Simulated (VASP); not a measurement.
Write the native input for VASP 6.6.1 that does the following.

```
Task                   : single point
Functional             : PBE
Potentials or basis    : VASP PAW PBE potentials, release 64 (P)
Cutoff                 : 520 eV
k mesh                 : 22 × 22 × 24
Occupations            : gaussian, width 0.1 eV
Spin                   : no spin polarisation
Dipole correction      : no
Further INCAR settings : ALGO = Normal; EDIFF = 1e-06; NBANDS = 8
```

The structure of P lies in POSCAR:

```
P
1.0
    2.4744110219      0.0000000000      0.0000000000
    0.0000000000      2.4744110219      0.0000000000
    0.0000000000      0.0000000000      2.4580842015
P
1
Direct
    0.0000000000      0.0000000000      0.5000000000
```

This isn't the form of P at room conditions, which is orthorhombic.

The input as run:

INCAR

```
PREC = Accurate ; ENCUT = 520
EDIFF = 1E-6 ; ISMEAR = 0
SIGMA = 0.1 ; LREAL = False
LASPH = True ; NELM = 60
ALGO = Normal ; ISIF = 2
LWAVE = False ; LCHARG = False
GGA = PE ; NBANDS = 8
```

KPOINTS

```
Automatic mesh
0
Gamma
  22 22 24
```

Potentials or basis: VASP PAW PBE potentials, release 64 (P).

Command:

```sh
$ cat potpaw_PBE.64/P/POTCAR > POTCAR
$ mpirun -np 1 vasp_std > vasp.out
```

It gave:

* Pressure: -3.1 GPa
* Band gap on the k mesh: zero (an odd number of electrons rules out a gap without spin polarisation)

Caveat: the cell stands under tension; an odd number of electrons without spin polarisation forces a metal; a magnetic or distorted state may lie lower.

It took 36 s on 1 thread of AMD EPYC 9R45 96-Core Processor (Zen 5), on a shared host, peak memory 0.17 GiB.
